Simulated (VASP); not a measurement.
# CaI (P-6m2) in VASP: a series of runs, part 2 of 2

VASP 6.6.1. Earlier steps stand in the parts before.

### 3 Single point, PBEsol

This run uses another cell than the first one, of 22.79 Å³/atom, 1.083 times its volume.

The input, INCAR:

```
SYSTEM = CaI
PREC     = Accurate       ! precision mode
ENCUT    = 520            ! plane-wave cutoff, eV
EDIFF    = 1E-6           ! SCF threshold, eV
ISMEAR   = -1             ! smearing method
SIGMA    = 0.05           ! smearing width, eV
LREAL    = .False.        ! projectors in reciprocal space
LASPH    = .True.         ! aspherical terms in the spheres
NELM     = 100            ! most SCF steps
ALGO     = Normal         ! electronic algorithm
ISIF     = 2              ! what is computed and relaxed
LWAVE    = .False.        ! write WAVECAR
LCHARG   = .False.        ! write CHGCAR
GGA      = PS             ! functional
NBANDS   = 16             ! bands
```

The input, KPOINTS:

```
regular mesh
0
Gamma
  7 7 6
  0 0 0
```

The input, POSCAR:

```
CaI
1.0
    3.6160689948      0.0000000000      0.0000000000
   -1.8080344974      3.1316076113      0.0000000000
    0.0000000000      0.0000000000      4.0246694336
I Ca
1 1
Direct
    0.6666666667      0.3333333333      0.0000000000
    0.0000000000      0.0000000000      0.5000000000
```

Potentials or basis: VASP PAW PBE potentials, release 64 (I, Ca_sv).

Run with:

```console
> cat potpaw_PBE.64/I/POTCAR potpaw_PBE.64/Ca_sv/POTCAR > POTCAR
> mpirun -np 1 vasp_std > vasp.out
```

OUTCAR:

```text
SYSTEM = CaI
   PREC = Accurate
   ENCUT = 520
   EDIFF = 1E-6
   ISMEAR = -1
   LREAL = .False.
   LASPH = .True.
   NELM = 100
   ISIF = 2
   GGA = PS

 ion  position               nearest neighbor table
   1  0.667  0.333  0.000-   2 2.90   2 2.90   2 2.90   2 2.90   2 2.90   2 2.90
   2  0.000  0.000  0.500-   1 2.90   1 2.90   1 2.90   1 2.90   1 2.90   1 2.90

  LATTYP: Found a hexagonal cell.
 ALAT       =     3.6160689948
 C/A-ratio  =     1.1129957530

  Lattice vectors:
[... 192 lines left out ...]
      5      -7.4639      2.00000
      6       4.0763      2.00000
[... 433 lines left out ...]
      3     -13.3514      2.00000
      4     -13.2536      2.00000
      5      -5.9327      2.00000
      6       2.0299      2.00000
[... 8 lines left out ...]
     15      14.9982      0.00000
     16      16.3622      0.00000

 [... further k-points ...]
[... 5 lines left out ...]
  --------------------------------------------------------------------------------------
  -------------------------------------------------------------------------------------
  Total        5.7556225      5.7556225      5.7803566      0.0000000     -0.0000000      0.0000000
  in kB      202.3338838    202.3338838    203.2033912      0.0000000     -0.0000000      0.0000000
  external PRESSURE =     202.6237196 kB  Pullay stress =       0.0000000 kB

 VOLUME and BASIS-vectors are now :
 -----------------------------------------------------------------------------
  energy-cutoff  :      520.00
  volume of cell :       45.58
      direct lattice vectors                 reciprocal lattice vectors
     3.616068995  0.000000000  0.000000000     0.276543396  0.159662404  0.000000000
    -1.808034497  3.131607611  0.000000000     0.000000000  0.319324808  0.000000000
     0.000000000  0.000000000  4.024669434     0.000000000  0.000000000  0.248467611

 POSITION                                       TOTAL-FORCE (eV/Angst)
 -----------------------------------------------------------------------------------
      1.80803      1.04387      0.00000        -0.000000      0.000000      0.000000
      0.00000      0.00000      2.01233         0.000000      0.000000      0.000000
 -----------------------------------------------------------------------------------
    total drift:                               -0.000000      0.000000      0.000000

  FREE ENERGIE OF THE ION-ELECTRON SYSTEM (eV)
  ---------------------------------------------------
  free  energy   TOTEN  =        -5.1640379071 eV

  energy  without entropy=       -5.1441713521  energy(sigma->0) =       -5.15410463
```

OSZICAR:

```text
N       E                     dE             d eps       ncg     rms          rms(c)
DAV:   1     0.121205779916E+03    0.12121E+03   -0.77818E+03  1024   0.953E+02
DAV:   2     0.564812666990E+00   -0.12064E+03   -0.11597E+03  1264   0.263E+02
DAV:   3    -0.536713207072E+01   -0.59319E+01   -0.58897E+01  1928   0.496E+01
DAV:   4    -0.543670485451E+01   -0.69573E-01   -0.69540E-01  1144   0.516E+00
DAV:   5    -0.543814584827E+01   -0.14410E-02   -0.14408E-02  1584   0.634E-01    0.513E+00
DAV:   6    -0.520176710820E+01    0.23638E+00   -0.29461E-01  1296   0.468E+00    0.304E+00
DAV:   7    -0.516652437717E+01    0.35243E-01   -0.10181E-01  1344   0.254E+00    0.111E+00
DAV:   8    -0.516401698208E+01    0.25074E-02   -0.11434E-02  1160   0.111E+00    0.120E-01
DAV:   9    -0.516404365021E+01   -0.26668E-04   -0.66365E-04  1512   0.173E-01    0.450E-02
DAV:  10    -0.516403769725E+01    0.59530E-05   -0.29721E-05  1256   0.539E-02    0.193E-02
DAV:  11    -0.516403790706E+01   -0.20982E-06   -0.27961E-06  1368   0.122E-02
   1 F= -.51640379E+01 E0= -.51541046E+01  d E =-.198666E-01
```

stdout:

```text
POSCAR found type information on POSCAR I Ca
 POSCAR found :  2 types and       2 ions
 scaLAPACK will be used
 -----------------------------------------------------------------------------
|                                                                             |
|                                                                             |
|     You enforced a specific xc type in the INCAR file but a different       |
|     I HOPE YOU KNOW WHAT YOU ARE DOING!                                     |
|                                                                             |
 -----------------------------------------------------------------------------

 LDA part: xc-table for (Slater+PW92), standard interpolation
 POSCAR, INCAR and KPOINTS ok, starting setup
 FFT: planning ... GRIDC
 FFT: planning ... GRID_SOFT
 FFT: planning ... GRID
 WAVECAR not read
 entering main loop
```

Wall time 15 s (1 thread of Intel Xeon Platinum 8488C (Sapphire Rapids), shared host); peak memory 0.17 GiB.

What came out:

```yaml
Free_energy: -5.1640 eV
Pressure: 20.3 GPa
```

Stress tensor (GPa, compression positive):
```
20.23  0.00  0.00
 0.00 20.23  0.00
 0.00  0.00 20.32
```

Caveat: the PAW data sets were made with another functional, which shifts forces and pressure a little; spin-orbit coupling is left out, which moves the levels of the heavy elements; an odd number of electrons without spin polarisation forces a metal; a magnetic or distorted state may lie lower.

### 4 Single point, PBEsol

This run uses another cell than the first one, of 25.49 Å³/atom, 1.212 times its volume.

The input, INCAR:

```
  PREC = Accurate
  ENCUT = 520
  EDIFF = 1E-7
  ISMEAR = -1
  SIGMA = 0.05
  LREAL = F
  LASPH = T
  NELM = 100
  ALGO = Normal
  ISIF = 2
  LWAVE = F
  LCHARG = T
  GGA = PS
  LELF = T
  LVHAR = T
  NBANDS = 16
```

The input, KPOINTS:

```
regular mesh
0
Gamma
  7 7 6
```

The input, POSCAR:

```
CaI
1.0
    3.7662713880      0.0000000000      0.0000000000
   -1.8831356940      3.2616866995      0.0000000000
    0.0000000000      0.0000000000      4.1494270185
I Ca
1 1
Direct
    0.6666666667      0.3333333333      0.0000000000
    0.0000000000      0.0000000000      0.5000000000
```

Run with:

```console
> cat potpaw_PBE.64/I/POTCAR potpaw_PBE.64/Ca_sv/POTCAR > POTCAR
> mpirun -np 1 vasp_std > vasp.out
```

Run time: 22 s. Hardware: 1 thread of Intel Xeon Platinum 8488C (Sapphire Rapids), shared host; peak memory 0.18 GiB.

It converged, with:

```yaml
Free_energy: -5.6635 eV
Pressure: 10.2 GPa
```

Levels at points of the mesh, in eV from the Fermi level:
| k point | band 5 | band 6 | band 7 | band 8 | band 9 | band 10 | band 11 | band 12 | band 13 | band 14 |
| --- | --- | --- | --- | --- | --- | --- | --- | --- | --- | --- |
| (0.00, 0.00, 0.00) | -15.99 | -4.87 | -3.38 | -3.38 | -1.39 | 1.53 | 2.98 | 2.98 | 3.08 | 3.08 |
| (0.00, 0.00, 0.50) | -15.37 | -7.50 | -3.18 | -3.18 | 1.73 | 1.73 | 2.14 | 2.64 | 2.64 | 3.46 |

Caveat: the PAW data sets were made with another functional, which shifts forces and pressure a little; spin-orbit coupling is left out, which moves the levels of the heavy elements; an odd number of electrons without spin polarisation forces a metal; a magnetic or distorted state may lie lower.

### 5 Single point, PBEsol

This run uses another cell than the first one, of 27.66 Å³/atom, 1.315 times its volume.

The input, INCAR:

```
SYSTEM = CaI
PREC = Accurate
ENCUT = 520
EDIFF = 1E-6
ISMEAR = -1
SIGMA = 0.05
LREAL = .False.
LASPH = .True.
NELM = 80
ALGO = Normal
ISIF = 2
LWAVE = .False.
LCHARG = .False.
GGA = PS
NBANDS = 16
```

The input, KPOINTS:

```
Automatic mesh
0
Gamma
  7 7 6
  0 0 0
```

The input, POSCAR:

```
CaI
1.0
    3.8731181422      0.0000000000      0.0000000000
   -1.9365590711      3.3542187030      0.0000000000
    0.0000000000      0.0000000000      4.2580581651
I Ca
1 1
Direct
    0.6666666667      0.3333333333      0.0000000000
    0.0000000000      0.0000000000      0.5000000000
```

Run with:

```console
> cat potpaw_PBE.64/I/POTCAR potpaw_PBE.64/Ca_sv/POTCAR > POTCAR
> mpirun -np 1 vasp_std > vasp.out
```

Run time: 20 s. Hardware: 1 thread of Intel Xeon Platinum 8488C (Sapphire Rapids), shared host; peak memory 0.18 GiB.

The run converged. Its results:

* Free energy: -5.8673 eV
* Pressure: 5.1 GPa

Levels at points of the mesh, in eV from the Fermi level:
```
           k point  band 6  band 7  band 8  band 9  band 10  band 11  band 12  band 13
(0.00, 0.00, 0.00)   -4.88   -3.50   -3.50   -1.35     1.11     2.76     2.76     2.90
(0.00, 0.00, 0.50)   -7.26   -3.33   -3.33    1.66     1.66     1.96     2.50     2.50
```

Caveat: the PAW data sets were made with another functional, which shifts forces and pressure a little; spin-orbit coupling is left out, which moves the levels of the heavy elements; an odd number of electrons without spin polarisation forces a metal; a magnetic or distorted state may lie lower.

### 6 The runs side by side

```csv
cell,gap on the mesh (eV),pressure (GPa)
"a = 3.508, b = 3.508, c = 3.947 Å, angles 90.0, 90.0, 120.0°, 2 atoms",none,30.4
"a = 3.616, b = 3.616, c = 4.025 Å, angles 90.0, 90.0, 120.0°, 2 atoms",none,20.3
"a = 3.766, b = 3.766, c = 4.149 Å, angles 90.0, 90.0, 120.0°, 2 atoms",none,10.2
"a = 3.873, b = 3.873, c = 4.258 Å, angles 90.0, 90.0, 120.0°, 2 atoms",none,5.1
```

Alike in all rows: task single point; level PBEsol; potentials or basis VASP PAW PBE potentials, release 64 (I, Ca_sv); no spin polarisation; k mesh 7 × 7 × 6; cutoff (eV) 520; smearing fermi-dirac 0.05 eV.

Caveats: the PAW data sets were made with another functional, which shifts forces and pressure a little; spin-orbit coupling is left out, which moves the levels of the heavy elements; an odd number of electrons without spin polarisation forces a metal; a magnetic or distorted state may lie lower.

Absolute energies hang on the potentials; compare differences alone.
